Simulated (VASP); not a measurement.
# Mg2Ge (Fm-3m) in VASP: notebook

Mg2Ge is run at these levels: PBEsol; tasks: elastic constants.

Program: VASP 6.6.1. These are calculated values, not measurements. Logs are shortened: lines on timing, memory, paths and dates and some standing lists are left out, and cuts for length are marked.

### 1 The cell of the first run

The structure is cubic, space group Fm-3m (No. 225). Conventional cell: a = 6.326 Å, b = 6.326 Å, c = 6.326 Å, α = 90.00°, β = 90.00°, γ = 90.00°. Within 3.6 Å of Mg (site symmetry -43m) lie 4 Ge at 2.74 Å and 6 Mg at 3.16 Å. Within 3.6 Å of Ge (site symmetry m-3m) lie 8 Mg at 2.74 Å.

### 2 Elastic constants, PBEsol

Contents of INCAR:

```
SYSTEM = Mg2Ge
ALGO = Normal
EDIFF = 1E-8
ENCUT = 600
GGA = PS
GGA_COMPAT = .False.
IBRION = 6
ISIF = 3
ISMEAR = -1
LASPH = .True.
LCHARG = .True.
LREAL = .False.
LWAVE = .False.
NBANDS = 16
NELM = 120
NFREE = 2
NSW = 1
POTIM = 0.015
PREC = Accurate
SIGMA = 0.05
```

Contents of KPOINTS:

```
k-points
0
Gamma
  12 12 12
  0 0 0
```

Contents of POSCAR:

```
Mg2Ge
1.0
    0.0000000000      3.1629220614      3.1629220614
    3.1629220614      0.0000000000      3.1629220614
    3.1629220614      3.1629220614      0.0000000000
Mg Ge
2 1
Direct
    0.2500000000      0.2500000000      0.2500000000
    0.7500000000      0.7500000000      0.7500000000
    0.0000000000      0.0000000000      0.0000000000
```

Potentials or basis: VASP PAW PBE potentials, release 64 (Mg, Ge_d).

Run with:

```sh
$ cat potpaw_PBE.64/Mg/POTCAR potpaw_PBE.64/Ge_d/POTCAR > POTCAR
$ mpirun -np 1 vasp_std > vasp.out
```

OUTCAR:

```text
SYSTEM = Mg2Ge
   EDIFF = 1E-8
   ENCUT = 600
   GGA = PS
   IBRION = 6
   ISIF = 3
   ISMEAR = -1
   LASPH = .True.
   LREAL = .False.
   NELM = 120
   NFREE = 2
   NSW = 1
   POTIM = 0.015
   PREC = Accurate

 ion  position               nearest neighbor table
   1  0.250  0.250  0.250-   3 2.74   3 2.74   3 2.74   3 2.74   2 3.16   2 3.16   2 3.16   2 3.16
                             2 3.16   2 3.16
   2  0.750  0.750  0.750-   3 2.74   3 2.74   3 2.74   3 2.74   1 3.16   1 3.16   1 3.16   1 3.16
                             1 3.16   1 3.16
   3  0.000  0.000  0.000-   2 2.74   2 2.74   2 2.74   1 2.74   2 2.74   1 2.74   1 2.74   1 2.74

  LATTYP: Found a face centered cubic cell.
 ALAT       =     6.3258441228

  Lattice vectors:

 A1 = (   0.0000000000,   3.1629220614,   3.1629220614)
 A2 = (   3.1629220614,   0.0000000000,   3.1629220614)
 A3 = (   3.1629220614,   3.1629220614,   0.0000000000)

Analysis of symmetry for initial positions (statically):
=====================================================================
 Subroutine PRICEL returns:
 Original cell was already a primitive cell.

 Routine SETGRP: Setting up the symmetry group for a
 face centered cubic supercell.

 Subroutine GETGRP returns: Found 48 space group operations
 (whereof 48 operations were pure point group operations)
 out of a pool of 48 trial point group operations.

The static configuration has the point symmetry O_h .

Analysis of symmetry for dynamics (positions and initial velocities):
=====================================================================
 Subroutine PRICEL returns:
 Original cell was already a primitive cell.

 Routine SETGRP: Setting up the symmetry group for a
 face centered cubic supercell.

 Subroutine GETGRP returns: Found 48 space group operations
 (whereof 48 operations were pure point group operations)
 out of a pool of 48 trial point group operations.

The dynamic configuration has the point symmetry O_h .

 Subroutine INISYM returns: Found 48 space group operations
 (whereof 48 operations are pure point group operations),
 and found     1 'primitive' translations

----------------------------------------------------------------------------------------

                                     Primitive cell

  volume of cell :      63.2842

  direct lattice vectors                    reciprocal lattice vectors
     0.000000000  3.162922061  3.162922061    -0.158081670  0.158081670  0.158081670
     3.162922061  0.000000000  3.162922061     0.158081670 -0.158081670  0.158081670
     3.162922061  3.162922061  0.000000000     0.158081670  0.158081670 -0.158081670

  length of vectors
     4.473047276  4.473047276  4.473047276     0.273805483  0.273805483  0.273805483

  position of ions in fractional coordinates (direct lattice)
     0.250000000  0.250000000  0.250000000
     0.750000000  0.750000000  0.750000000
     0.000000000  0.000000000  0.000000000

  ion indices of the primitive-cell ions
   primitive index   ion index
                 1           1
                 2           2
                 3           3

----------------------------------------------------------------------------------------

 KPOINTS: k-points
[... 113 lines left out ...]
  ---------------------------------------------------
  free energy    TOTEN  =        -9.24375353 eV

  energy without entropy =       -9.24295874  energy(sigma->0) =       -9.24335613

------------------------ aborting loop because EDIFF is reached ----------------------------------------

  FORCE on cell =-STRESS in cart. coord.  units (eV):
  Direction    XX          YY          ZZ          XY          YZ          ZX
  --------------------------------------------------------------------------------------
  -------------------------------------------------------------------------------------
  Total        0.3611533      0.3611533      0.3611533      0.0000000      0.0000000     -0.0000000
  in kB        9.1433795      9.1433795      9.1433795      0.0000000      0.0000000     -0.0000000
  external PRESSURE =       9.1433795 kB  Pullay stress =       0.0000000 kB
[... 92 lines left out ...]
  FREE ENERGIE OF THE ION-ELECTRON SYSTEM (eV)
  ---------------------------------------------------
  free  energy   TOTEN  =        -9.2329801117 eV

  energy  without entropy=       -9.2321171280  energy(sigma->0) =       -9.23254862

[... ionic steps 4 to 14 ...]

--------------------------------------- Ionic step       15  -------------------------------------------

 number of electron      17.9999997 magnetization

------------------------ aborting loop because EDIFF is reached ----------------------------------------
[... 69 lines left out ...]
--------------------------------------- Ionic step       17  -------------------------------------------

 number of electron      17.9999998 magnetization

 Free energy of the ion-electron system (eV)
  ---------------------------------------------------
  ext. energy  EPLUGINS =         0.00000000
  ---------------------------------------------------
  free energy    TOTEN  =        -9.24315429 eV

  energy without entropy =       -9.24235959  energy(sigma->0) =       -9.24275694

 E-fermi :   3.6850     XC(G=0):  -9.2879

 val. band max:        3.6685755606   @ k =   0.0000   0.5000   0.5000
 cond. band min:       3.8591251064   @ k =   0.4167   0.4167   0.0000
 fundamental gap:      0.1905495458
 Fermi energy:         3.6850238150

 k-point     1 :       0.0000    0.0000    0.0000
  band No.  band energies     occupation
      1     -20.0280      2.00000
      2     -20.0279      2.00000
      3     -20.0279      2.00000
      4     -20.0082      2.00000
      5     -20.0082      2.00000
      6      -6.2708      2.00000
[... 433 lines left out ...]
      3     -20.0265      2.00000
      4     -20.0081      2.00000
      5     -20.0079      2.00000
      6      -4.8667      2.00000
[... 8 lines left out ...]
     15      10.4233      0.00000
     16      11.3137      0.00000

 [... further k-points ...]

------------------------ aborting loop because EDIFF is reached ----------------------------------------

  FORCE on cell =-STRESS in cart. coord.  units (eV):
  Direction    XX          YY          ZZ          XY          YZ          ZX
  --------------------------------------------------------------------------------------
  -------------------------------------------------------------------------------------
  Total        0.3609015      0.3628418      0.3628418     -0.0000000      0.0000000      0.0000000
  in kB        9.1370033      9.1861262      9.1861262     -0.0000000      0.0000000      0.0000000
  external PRESSURE =       9.1697519 kB  Pullay stress =       0.0000000 kB
[... 18 lines left out ...]
  FREE ENERGIE OF THE ION-ELECTRON SYSTEM (eV)
  ---------------------------------------------------
  free  energy   TOTEN  =        -9.2431542949 eV

  energy  without entropy=       -9.2423595888  energy(sigma->0) =       -9.24275694

 INTERNAL STRAIN TENSORS FROM STRAINED CELLS
 ============================================

 INTERNAL STRAIN TENSOR FOR ION    1 for displacements in x,y,z  (eV/Angst):
          X           Y           Z          XY          YZ          ZX
  --------------------------------------------------------------------------------
  x     0.00000    -0.00000    -0.00000     0.00000    -1.93510     0.00000
  y     0.00000    -0.00000    -0.00000     0.00000    -0.00000    -1.93521
  z    -0.00000    -0.00000     0.00000    -1.93517     0.00000     0.00000

 INTERNAL STRAIN TENSORS FROM DISPLACED ATOMS
 ============================================

 INTERNAL STRAIN TENSOR FOR ION    1 for displacements in x,y,z  (eV/Angst):
          X           Y           Z          XY          YZ          ZX
  --------------------------------------------------------------------------------
  x    -0.00000    -0.00000    -0.00000     0.00000    -1.92652     0.00000
  y     0.00000    -0.00000     0.00000     0.00000     0.00000    -1.92652
  z     0.00000     0.00000    -0.00000    -1.92652     0.00000     0.00000

 INTERNAL STRAIN TENSOR FOR ION    3 for displacements in x,y,z  (eV/Angst):
          X           Y           Z          XY          YZ          ZX
  --------------------------------------------------------------------------------
  x     0.00000     0.00000     0.00000     0.00000     0.00000     0.00000
  y     0.00000     0.00000     0.00000     0.00000     0.00000     0.00000
  z     0.00000     0.00000     0.00000     0.00000     0.00000     0.00000

 Eigenvectors and eigenvalues of the dynamical matrix
 ----------------------------------------------------

   1 f  =    7.813595 THz    49.094264 2PiTHz  260.633465 cm-1    32.314417 meV
             X         Y         Z           dx          dy          dz
      1.581461  1.581461  1.581461    -0.501580    0.258500   -0.426140
      4.744383  4.744383  4.744383     0.501580   -0.258500    0.426140
      0.000000  0.000000  0.000000     0.000000   -0.000000    0.000000
[... 43 lines left out ...]
   9 f/i=    0.000824 THz     0.005176 2PiTHz    0.027476 cm-1     0.003407 meV
             X         Y         Z           dx          dy          dz
      1.581461  1.581461  1.581461     0.000000    0.000000   -0.447708
      4.744383  4.744383  4.744383     0.000000    0.000000   -0.447708
      0.000000  0.000000  0.000000     0.000000    0.000000   -0.774025

--------------------------------------------------------------------------------------------------------

 ELASTIC MODULI CONTR FROM IONIC RELAXATION (kBar)
 Direction    XX          YY          ZZ          XY          YZ          ZX
 --------------------------------------------------------------------------------
 XX          -0.0000      0.0000     -0.0000     -0.0000     -0.0000      0.0000
 YY           0.0000     -0.0000      0.0000      0.0000     -0.0000     -0.0000
 ZZ          -0.0000      0.0000     -0.0000     -0.0000     -0.0000      0.0000
 XY          -0.0000      0.0000     -0.0000    -30.9526      0.0000      0.0000
 YZ          -0.0000     -0.0000     -0.0000      0.0000    -30.9526      0.0000
 ZX           0.0000     -0.0000      0.0000      0.0000      0.0000    -30.9526
 --------------------------------------------------------------------------------

 TOTAL ELASTIC MODULI (kBar)
 Direction    XX          YY          ZZ          XY          YZ          ZX
 --------------------------------------------------------------------------------
 XX        1173.7084    250.7410    250.7410      0.0000      0.0000     -0.0000
 YY         250.7410   1173.7084    250.7410      0.0000     -0.0000      0.0000
 ZZ         250.7410    250.7410   1173.7084      0.0000      0.0000      0.0000
 XY           0.0000      0.0000      0.0000    452.8642      0.0000      0.0000
 YZ           0.0000     -0.0000      0.0000      0.0000    452.8642      0.0000
 ZX          -0.0000      0.0000      0.0000      0.0000      0.0000    452.8642
 --------------------------------------------------------------------------------
```

Run time: 34 min. Hardware: 1 thread of Intel Xeon 6975P-C (Granite Rapids), shared host; peak memory 0.99 GiB.

What came out:

- Elastic constants C11, C12, C44: 117, 25, 45 GPa
- Voigt bulk modulus: 56 GPa
- Highest phonon frequency at Γ: 261 cm⁻¹

Phonon frequencies in cm⁻¹ (negative: imaginary):
```tsv
q point	frequencies
(0.000, 0.000, 0.000)	0 0 0 223 223 223 261 261 261
```

Elastic tensor in Voigt notation (GPa, in the Cartesian axes of the cell as first typed):
```
117  25  25   0   0   0
 25 117  25   0   0   0
 25  25 117   0   0   0
  0   0   0  45   0   0
  0   0   0   0  45   0
  0   0   0   0   0  45
```

Clamped-ion elastic tensor (GPa):
```
117  25  25   0   0   0
 25 117  25   0   0   0
 25  25 117   0   0   0
  0   0   0  48   0   0
  0   0   0   0  48   0
  0   0   0   0   0  48
```

Caveat: the PAW data sets were made with another functional, which shifts forces and pressure a little.

[end of part 1 of 2]
